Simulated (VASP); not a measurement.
# Ru (Fm-3m) in VASP: a series of runs

The runs below take Ru through single point, with PBE.

All numbers are computed with VASP 6.6.1; they aren't measurements. Logs are shortened: lines on timing, memory, paths and dates and some standing lists are left out, and cuts for length are marked.

### 1 The cell of the first run

It takes space group Fm-3m (No. 225, cubic). The conventional cell has a = 3.804 Å, b = 3.804 Å, c = 3.804 Å, α = 90.00°, β = 90.00°, γ = 90.00°. Ru (site symmetry m-3m) has 12 Ru at 2.69 Å within 3.5 Å.

### 2 Single point, PBE

Contents of INCAR:

```
PREC = Accurate
ENCUT = 520
EDIFF = 1E-6
ISMEAR = -1
SIGMA = 0.05
LREAL = F
LASPH = T
NELM = 60
ALGO = Fast
ISIF = 2
LWAVE = F
LCHARG = F
GGA = PE
NBANDS = 13
```

Contents of KPOINTS:

```
regular mesh
0
Gamma
  12 12 12
```

Contents of POSCAR:

```
Ru
1.0
    0.0000000000      1.9021472637      1.9021472637
    1.9021472637      0.0000000000      1.9021472637
    1.9021472637      1.9021472637      0.0000000000
Ru
1
Direct
    0.0000000000      0.0000000000      0.0000000000
```

Potentials or basis: VASP PAW PBE potentials, release 64 (Ru_pv).

The run is started by

```sh
> cat potpaw_PBE.64/Ru_pv/POTCAR > POTCAR
> mpirun -np 1 vasp_std > vasp.out
```

OUTCAR:

```text
PREC = Accurate
   ENCUT = 520
   EDIFF = 1E-6
   ISMEAR = -1
   LREAL = F
   LASPH = T
   NELM = 60
   ISIF = 2
   GGA = PE

 ion  position               nearest neighbor table
   1  0.000  0.000  0.000-

  LATTYP: Found a face centered cubic cell.
 ALAT       =     3.8042945274

  Lattice vectors:

 A1 = (   0.0000000000,   1.9021472637,   1.9021472637)
 A2 = (   1.9021472637,   0.0000000000,   1.9021472637)
 A3 = (   1.9021472637,   1.9021472637,   0.0000000000)

Analysis of symmetry for initial positions (statically):
=====================================================================
 Subroutine PRICEL returns:
 Original cell was already a primitive cell.

 Routine SETGRP: Setting up the symmetry group for a
 face centered cubic supercell.

 Subroutine GETGRP returns: Found 48 space group operations
 (whereof 48 operations were pure point group operations)
 out of a pool of 48 trial point group operations.

The static configuration has the point symmetry O_h .

Analysis of symmetry for dynamics (positions and initial velocities):
=====================================================================
 Subroutine PRICEL returns:
 Original cell was already a primitive cell.

 Routine SETGRP: Setting up the symmetry group for a
 face centered cubic supercell.

 Subroutine GETGRP returns: Found 48 space group operations
 (whereof 48 operations were pure point group operations)
 out of a pool of 48 trial point group operations.

The dynamic configuration has the point symmetry O_h .

 Subroutine INISYM returns: Found 48 space group operations
 (whereof 48 operations are pure point group operations),
 and found     1 'primitive' translations

----------------------------------------------------------------------------------------

                                     Primitive cell

  volume of cell :      13.7646

  direct lattice vectors                    reciprocal lattice vectors
     0.000000000  1.902147264  1.902147264    -0.262860826  0.262860826  0.262860826
     1.902147264  0.000000000  1.902147264     0.262860826 -0.262860826  0.262860826
     1.902147264  1.902147264  0.000000000     0.262860826  0.262860826 -0.262860826

  length of vectors
     2.690042458  2.690042458  2.690042458     0.455288305  0.455288305  0.455288305

  position of ions in fractional coordinates (direct lattice)
     0.000000000  0.000000000  0.000000000

  ion indices of the primitive-cell ions
   primitive index   ion index
                 1           1

----------------------------------------------------------------------------------------

 KPOINTS: regular mesh

Automatic generation of k-mesh.
 Grid dimensions read from file:
 generate k-points for:   12   12   12

 Generating k-lattice:

  Cartesian coordinates                     Fractional coordinates (reciprocal lattice)
    -0.021905069  0.021905069  0.021905069     0.083333333  0.000000000  0.000000000
     0.021905069 -0.021905069  0.021905069     0.000000000  0.083333333  0.000000000
     0.021905069  0.021905069 -0.021905069     0.000000000  0.000000000  0.083333333

  Length of vectors
     0.037940692  0.037940692  0.037940692

  Shift w.r.t. Gamma in fractional coordinates (k-lattice)
     0.000000000  0.000000000  0.000000000

 Subroutine IBZKPT returns following result:
 ===========================================

 Found     72 irreducible k-points:

 Following reciprocal coordinates:
            Coordinates               Weight
  0.000000  0.000000  0.000000      1.000000
  0.083333  0.000000  0.000000      8.000000
  0.166667  0.000000  0.000000      8.000000
  0.250000  0.000000  0.000000      8.000000
  0.333333  0.000000  0.000000      8.000000
  0.416667  0.000000  0.000000      8.000000
[... 16 lines left out ...]
  0.500000  0.166667  0.000000     24.000000
 -0.416667  0.166667  0.000000     24.000000
 [... further k-points ...]
   k-points           NKPTS =     72   k-points in BZ     NKDIM =     72   number of bands    NBANDS=     13
   number of dos      NEDOS =    301   number of ions     NIONS =      1
   total plane-waves  NPLWV =   8000
   dimension x,y,z NGX =    20 NGY =   20 NGZ =   20
   dimension x,y,z NGXF=    40 NGYF=   40 NGZF=   40
   ions per type =               1
   NGX,Y,Z   is equivalent  to a cutoff of  12.36, 12.36, 12.36 a.u.
   NGXF,Y,Z  is equivalent  to a cutoff of  24.72, 24.72, 24.72 a.u.
 SYSTEM =  unknown system
   PREC   = accura    normal or accurate (medium, high low for compatibility)
   ISTART =      0    job   : 0-new  1-cont  2-samecut
   ICHARG =      2    charge: 1-file 2-atom 10-const
   ISPIN  =      1    spin polarized calculation?
   LNONCOLLINEAR =      F non collinear calculations
   LSORBIT =      F    spin-orbit coupling
   LASPH  =      T    aspherical Exc in radial PAW
   ENCUT  =  520.0 eV  38.22 Ry    6.18 a.u.   5.00  5.00  5.00*2*pi/ulx,y,z
   NELM   =     60;   NELMIN=  2; NELMDL= -5     # of ELM steps
   EDIFF  = 0.1E-05   stopping-criterion for ELM
   LREAL  =      F    real-space projection
   EDIFFG = 0.1E-04   stopping-criterion for IOM
   NSW    =      0    number of steps for IOM
   IBRION =     -1    ionic relax: 0-MD 1-quasi-New 2-CG
   NFREE  =      0    steps in history (QN), initial steepest desc. (CG)
   ISIF   =      2    stress and relaxation
   ISYM   =      2    0-nonsym 1-usesym 2-fastsym
   POTIM  = 0.5000    time-step for ionic-motion
   TEBEG  =    0.0;   TEEND  =   0.0 temperature during run
   PSTRESS=    0.0 pullay stress
   NELECT =      14.0000    total number of electrons
   NUPDOWN=      -1.0000    fix difference up-down
   EMIN   =  10.00;   EMAX   =-10.00  energy-range for DOS
   EFERMI =   0.00;   METHOD = LEGACY
   ISMEAR =    -1;   SIGMA  =   0.05  broadening in eV -4-tet -1-fermi 0-gaus
   EFERMI_NEDOS =   21; number of points for ismear=-14 and -15
   IALGO  =     68    algorithm
   IMIX   =      4    mixing-type and parameters
     AMIX     =   0.40;   BMIX     =  1.00
     AMIX_MAG =   1.60;   BMIX_MAG =  1.00
  volume/ion in A,a.u.               =      13.76        92.89
  Fermi-wavevector in a.u.,A,eV,Ry     =   1.646380  3.111207 36.879497  2.710567
  Thomas-Fermi vector in A             =   2.736018
   LORBIT       =      0    0 simple, 1 ext, 2 COOP (PROOUT), +10 PAW based schemes
   GGA     = PE    functional components
   LHFCALC =     F    Hartree Fock is set to
   AEXX    =    0.0000 exact exchange contribution
   IVDW    =     0    specifies the selected vdW correction
   LEPSILON=     F    determine dielectric tensor
   LRPA    =     F    only Hartree local field effects (RPA)
 non-spin polarized calculation
 RMM-DIIS sequential band-by-band and
  energy-cutoff  :      520.00
  volume of cell :       13.76
 maximum number of plane-waves:       388
   NGX =  9   NGY =  9   NGZ =  9

 number of electron      14.0000003 magnetization

 Free energy of the ion-electron system (eV)
  ---------------------------------------------------
  ext. energy  EPLUGINS =         0.00000000
  ---------------------------------------------------
  free energy    TOTEN  =        -9.13614012 eV

  energy without entropy =       -9.13004272  energy(sigma->0) =       -9.13309142

 E-fermi :  12.5131     XC(G=0): -14.0343

 val. band max:       12.5095475408   @ k =  -0.3333   0.4167   0.0833
 cond. band min:      12.5369456930   @ k =   0.2500   0.0000   0.0000
 fundamental gap:      0.0273981522
 Fermi energy:        12.5131102345

 k-point     1 :       0.0000    0.0000    0.0000
  band No.  band energies     occupation
      1     -29.9260      2.00000
      2     -29.9260      2.00000
      3     -29.9260      2.00000
      4       4.6824      2.00000
      5       9.9761      2.00000
      6       9.9761      2.00000
      7       9.9761      2.00000
      8      12.3738      1.88378
      9      12.3738      1.88378
     10      23.0489      0.00000
     11      27.5744      0.00000
     12      33.2422      0.00000
     13      33.2422      0.00000

 k-point     2 :       0.0833    0.0000    0.0000
  band No.  band energies     occupation
      1     -29.9976      2.00000
      2     -29.9354      2.00000
      3     -29.9354      2.00000
      4       4.9720      2.00000
      5       9.8305      2.00000
      6      10.0948      2.00000
      7      10.0948      2.00000
      8      12.3011      1.97160
      9      12.3011      1.97160
     10      23.0488      0.00000
     11      28.0514      0.00000
     12      31.9461      0.00000
     13      33.7130      0.00000

 k-point     3 :       0.1667    0.0000    0.0000
  band No.  band energies     occupation
      1     -30.1905      2.00000
      2     -29.9608      2.00000
      3     -29.9608      2.00000
      4       5.7347      2.00000
      5       9.5649      2.00000
      6      10.3334      2.00000
      7      10.3334      2.00000
      8      12.2320      1.99279
      9      12.2320      1.99279
     10      23.0488      0.00000
     11      29.1402      0.00000
     12      29.8014      0.00000
     13      35.0372      0.00000

 k-point     4 :       0.2500    0.0000    0.0000
  band No.  band energies     occupation
      1     -30.4482      2.00000
      2     -29.9953      2.00000
      3     -29.9953      2.00000
      4       6.5214      2.00000
      5       9.7337      2.00000
      6      10.3694      2.00000
      7      10.3694      2.00000
      8      12.5369      0.76606
      9      12.5369      0.76606
     10      23.0487      0.00000
     11      27.6291      0.00000
     12      29.8123      0.00000
     13      36.9286      0.00000

 k-point     5 :       0.3333    0.0000    0.0000
  band No.  band energies     occupation
      1     -30.6997      2.00000
      2     -30.0295      2.00000
      3     -30.0295      2.00000
      4       6.7263      2.00000
      5      10.1564      2.00000
      6      10.1564      2.00000
      7      10.9376      2.00000
      8      13.2346      0.00000
      9      13.2346      0.00000
     10      23.0482      0.00000
     11      25.5606      0.00000
     12      28.7821      0.00000
     13      36.2037      0.00000
[... 257 lines left out ...]
 k-point    22 :       0.4167    0.1667    0.0000
  band No.  band energies     occupation
      1     -30.7356      2.00000
      2     -30.1626      2.00000
      3     -30.1220      2.00000
      4       7.3149      2.00000
      5       9.1743      2.00000
      6      10.0589      2.00000
      7      10.9416      2.00000
      8      14.1350      0.00000
      9      15.0169      0.00000
     10      23.0480      0.00000
     11      25.0642      0.00000
     12      29.3820      0.00000
     13      32.0928      0.00000

 k-point    23 :       0.5000    0.1667    0.0000
  band No.  band energies     occupation
      1     -30.8427      2.00000
      2     -30.2169      2.00000
      3     -30.1223      2.00000
      4       7.2676      2.00000
      5       9.1161      2.00000
      6      10.7178      2.00000
      7      10.7440      2.00000
      8      14.2742      0.00000
      9      16.9244      0.00000
     10      22.6775      0.00000
     11      23.0557      0.00000
     12      28.6350      0.00000
     13      32.1373      0.00000

 k-point    24 :      -0.4167    0.1667    0.0000
  band No.  band energies     occupation
      1     -30.8515      2.00000
      2     -30.2507      2.00000
      3     -30.1012      2.00000
      4       7.3458      2.00000
      5       9.1378      2.00000
      6      10.6106      2.00000
      7      10.9997      2.00000
      8      13.8262      0.00000
      9      17.5144      0.00000
     10      22.3631      0.00000
     11      23.0528      0.00000
     12      28.4432      0.00000
     13      31.3875      0.00000

 [... further k-points ...]

------------------------ aborting loop because EDIFF is reached ----------------------------------------

  FORCE on cell =-STRESS in cart. coord.  units (eV):
  Direction    XX          YY          ZZ          XY          YZ          ZX
  --------------------------------------------------------------------------------------
  -------------------------------------------------------------------------------------
  Total        0.1014266      0.1014266      0.1014266     -0.0000000     -0.0000000      0.0000000
  in kB       11.8059200     11.8059200     11.8059200     -0.0000000     -0.0000000      0.0000000
  external PRESSURE =      11.8059200 kB  Pullay stress =       0.0000000 kB

 VOLUME and BASIS-vectors are now :
 -----------------------------------------------------------------------------
  energy-cutoff  :      520.00
  volume of cell :       13.76
      direct lattice vectors                 reciprocal lattice vectors
     0.000000000  1.902147264  1.902147264    -0.262860826  0.262860826  0.262860826
     1.902147264  0.000000000  1.902147264     0.262860826 -0.262860826  0.262860826
     1.902147264  1.902147264  0.000000000     0.262860826  0.262860826 -0.262860826

 POSITION                                       TOTAL-FORCE (eV/Angst)
 -----------------------------------------------------------------------------------
      0.00000      0.00000      0.00000         0.000000     -0.000000      0.000000
 -----------------------------------------------------------------------------------
    total drift:                               -0.000000     -0.000000     -0.000000

  FREE ENERGIE OF THE ION-ELECTRON SYSTEM (eV)
  ---------------------------------------------------
  free  energy   TOTEN  =        -9.1361401172 eV

  energy  without entropy=       -9.1300427164  energy(sigma->0) =       -9.13309142
```

It took 6.3 s on 1 thread of AMD EPYC 9R45 (Zen 5), shared host; peak memory 0.1 GiB.

What came out:

- Free energy: -9.1361 eV
- Pressure: 1.2 GPa
- Band gap on the k mesh: zero (band 7 reaches 14.71 eV, above the bottom of band 8 at 11.35 eV)

Levels at points of the mesh, in eV from the Fermi level:
```
           k point  band 4  band 5  band 6  band 7  band 8  band 9  band 10  band 11
(0.00, 0.00, 0.00)   -7.83   -2.54   -2.54   -2.54   -0.14   -0.14    10.54    15.06
(0.50, 0.00, 0.00)   -5.98   -2.66   -2.66    1.01    1.69    1.69     9.91    10.54
(0.50, 0.50, 0.00)   -6.28   -5.80    1.65    2.20    2.20    3.62    10.53    13.38
```

### 3 Single point, PBE

This run uses another cell than the first one, of 14.05 Å³/atom, 1.020 times its volume.

Contents of INCAR:

```
ALGO = Fast
EDIFF = 1E-7
ENCUT = 520
GGA = PE
ISIF = 2
ISMEAR = -1
LASPH = True
LCHARG = True
LELF = True
LREAL = False
LVHAR = True
LWAVE = False
NBANDS = 13
NELM = 100
PREC = Accurate
SIGMA = 0.05
```

Contents of KPOINTS:

```
k-points
0
Gamma
  12 12 12
```

Contents of POSCAR:

```
Ru
1.0
    0.0000000000      1.9150000000      1.9150000000
    1.9150000000      0.0000000000      1.9150000000
    1.9150000000      1.9150000000      0.0000000000
Ru
1
Direct
    0.0000000000      0.0000000000      0.0000000000
```

Potentials or basis: VASP PAW PBE potentials, release 64 (Ru_pv).

The run is started by

```sh
> cat potpaw_PBE.64/Ru_pv/POTCAR > POTCAR
> mpirun -np 1 vasp_std > vasp.out
```

Run time: 8 s. Hardware: 1 thread of AMD EPYC 9R45 (Zen 5), shared host; peak memory 0.1 GiB.

It converged, with:

* Free energy: -9.1331 eV
* Pressure: -4.8 GPa
* Band gap on the k mesh: zero (band 7 reaches 14.28 eV, above the bottom of band 8 at 11.02 eV)

Levels at points of the mesh, in eV from the Fermi level:
```tsv
k point	band 5	band 6	band 7	band 8	band 9	band 10
(0.00, 0.00, 0.00)	-2.46	-2.46	-2.46	-0.14	-0.14	10.56
(0.50, 0.00, 0.00)	-2.58	-2.58	1.00	1.64	1.64	9.66
(0.50, 0.50, 0.00)	-5.64	1.59	2.12	2.12	3.56	10.56
```

### 4 Single point, PBE

This run uses another cell than the first one, of 14.33 Å³/atom, 1.041 times its volume.

Contents of INCAR:

```
SYSTEM = Ru
PREC = Accurate ; ENCUT = 520
EDIFF = 1E-7 ; ISMEAR = -1
SIGMA = 0.05 ; LREAL = .FALSE.
LASPH = .TRUE. ; NELM = 80
ALGO = Normal ; ISIF = 2
LWAVE = .FALSE. ; LCHARG = .FALSE.
GGA = PE ; NBANDS = 13
```

Contents of KPOINTS:

```
Automatic mesh
0
G
  12 12 12
  0 0 0
```

Contents of POSCAR:

```
Ru
1.0
    0.0000000000      1.9276824888      1.9276824888
    1.9276824888      0.0000000000      1.9276824888
    1.9276824888      1.9276824888      0.0000000000
Ru
1
Direct
    0.0000000000      0.0000000000      0.0000000000
```

The run is started by

```sh
> cat potpaw_PBE.64/Ru_pv/POTCAR > POTCAR
> mpirun -np 1 vasp_std > vasp.out
```

It took 5.8 s on 1 thread of AMD EPYC 9R45 (Zen 5), shared host; peak memory 0.1 GiB.

Results (log left out):

- Free energy: -9.1201 eV
- Pressure: -10.2 GPa
- Band gap on the k mesh: zero (band 7 reaches 13.86 eV, above the bottom of band 8 at 10.71 eV)

Levels at points of the mesh, in eV from the Fermi level:
| k point | band 3 | band 4 | band 5 | band 6 | band 7 | band 8 | band 9 | band 10 | band 11 | band 12 |
| --- | --- | --- | --- | --- | --- | --- | --- | --- | --- | --- |
| (0.00, 0.00, 0.00) | -42.43 | -7.59 | -2.39 | -2.39 | -2.39 | -0.14 | -0.14 | 10.58 | 15.08 | 20.53 |
| (0.50, 0.00, 0.00) | -42.55 | -5.68 | -2.50 | -2.50 | 0.99 | 1.58 | 1.58 | 9.42 | 10.59 | 14.66 |
| (0.50, 0.50, 0.00) | -42.76 | -5.93 | -5.47 | 1.54 | 2.05 | 2.05 | 3.50 | 10.58 | 12.95 | 13.10 |

### 5 Summary

```csv
cell,gap on the mesh (eV),pressure (GPa)
"a = 2.690 Å, angles 60.0°, 1 atom",none,1.2
"a = 2.708 Å, angles 60.0°, 1 atom",none,-4.8
"a = 2.726 Å, angles 60.0°, 1 atom",none,-10.2
```

Alike in all rows: task single point; level PBE; potentials or basis VASP PAW PBE potentials, release 64 (Ru_pv); no spin polarisation; k mesh 12 × 12 × 12; cutoff (eV) 520; smearing fermi-dirac 0.05 eV.

Total energies depend on the potentials used, so only differences within one code and one set of settings carry meaning.
